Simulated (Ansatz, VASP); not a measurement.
## One calculation of MgO, two programs

```
Mg O
1.0
     0.01872    2.09986    2.09986
     2.09986    0.01872    2.09986
     2.09986    2.09986    0.01872
Mg O
1 1
Direct
  0.00000 0.00000 0.00000
  0.50000 0.50000 0.50000
```

Change from the starting cell: epitaxial_111 strain -1.0%.

Alike in both runs: task single point; functional r2SCAN; k mesh 10 × 10 × 10; no spin polarisation.

|  | VASP | Ansatz |
| --- | --- | --- |
| version | VASP 6.6.1 | Ansatz 0.2.0 |
| potentials or method | VASP PAW PBE potentials, release 64 (Mg, O) | plane waves, PAW |
| plane-wave cutoff (eV) | 520 | 500 |
| occupations | gaussian, width 0.01 eV | fixed |
| valence electrons in the cell | 8 | 16 |

|  | VASP | Ansatz | Ansatz less VASP |
| --- | --- | --- | --- |
| gap on the k mesh at the Fermi level (eV) | 5.79 | 5.82 | +0.025 |
| pressure (GPa) | 1.7 | 2.9 | +1.16 |
| traceless stress, the component that is largest in VASP (GPa) | -1.46 | -1.45 | +0.010 |

VASP's potentials were made for PBE, not for r2SCAN. VASP's potentials hold 8 valence electrons a cell and Ansatz's 16, so a difference there can come from the potentials and not from the codes.
